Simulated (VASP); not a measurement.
Wanted: the native input for a VASP 6.6.1 run.

```
Task                   : relaxation of cell and atoms
Functional             : PBEsol
Dispersion             : D3(BJ)
Potentials or basis    : VASP PAW PBE potentials, release 64 (Ni, Si)
Cutoff                 : 600 eV
k mesh                 : 9 × 9 × 9
Occupations            : fermi-dirac, width 0.05 eV
Spin                   : collinear spin, ferromagnetic start
Starting moments       : [1.0, 0.0, 0.0] μB
Dipole correction      : no
Further INCAR settings : ALGO = Normal; EDIFF = 1e-06; IBRION = 2; EDIFFG = -0.01; NSW = 80; ISIF = 3
```

The structure of Si2Ni lies in POSCAR:

```
Si2Ni
1.0
    0.0000000000      2.7030000000      2.7030000000
    2.7030000000      0.0000000000      2.7030000000
    2.7030000000      2.7030000000      0.0000000000
Ni Si
1 2
Direct
    0.0000000000      0.0000000000      0.0000000000
    0.7500000000      0.7500000000      0.7500000000
    0.2500000000      0.2500000000      0.2500000000
```

The input as run:

INCAR

```
SYSTEM = Si2Ni
PREC     = Accurate       ! precision mode
ENCUT    = 600            ! plane-wave cutoff, eV
EDIFF    = 1E-6           ! SCF threshold, eV
ISMEAR   = -1             ! smearing method
SIGMA    = 0.05           ! smearing width, eV
LREAL    = .False.        ! projectors in reciprocal space
LASPH    = .True.         ! aspherical terms in the spheres
NELM     = 150            ! most SCF steps
ALGO     = Normal         ! electronic algorithm
ISIF     = 3              ! what is computed and relaxed
LWAVE    = .False.        ! write WAVECAR
LCHARG   = .False.        ! write CHGCAR
ISPIN    = 2              ! spin polarisation
MAGMOM   = 1 0 0          ! initial moments
LORBIT   = 11             ! projections on sites
LMAXMIX  = 4              ! l up to which the mixer works
GGA      = PS             ! functional
IVDW     = 12             ! dispersion correction
IBRION   = 2              ! ionic algorithm
NSW      = 80             ! ionic steps
EDIFFG   = -0.01          ! ionic threshold
```

KPOINTS

```
regular mesh
0
Gamma
  9 9 9
  0 0 0
```

Potentials or basis: VASP PAW PBE potentials, release 64 (Ni, Si).

Command:

```console
$ cat potpaw_PBE.64/Ni/POTCAR potpaw_PBE.64/Si/POTCAR > POTCAR
$ mpirun -np 1 vasp_std > vasp.out
```

It gave:

| Quantity | Value |
| --- | --- |
| Relaxed volume | 12.70 Å³/atom |
| Relaxed cell | a = 3.777 Å, b = 3.777 Å, c = 3.777 Å, α = 60.00°, β = 60.00°, γ = 60.00° |
| Space group after relaxing (to 0.05 Å) | Fm-3m (No. 225) |
| Energy gained by relaxing | 8.1 meV/atom |
| Ionic steps | 3 |
| Pressure after relaxing | 0.0 GPa |
| Band gap on the k mesh | zero (filled and empty bands overlap) |
| Net moment | 0.00 μB per cell |
| Valence electrons inside the program's atomic spheres | Ni 9.92; Si 1.60 |
| Dispersion energy per atom | -0.403 eV |

Caveat: the PAW data sets were made with another functional, which shifts forces and pressure a little; pairwise dispersion overbinds metals, which lowers pressure and volume.

It took 2.1 min on 1 thread of Intel Xeon 6975P-C, with other jobs on the host, peak memory 0.24 GiB.
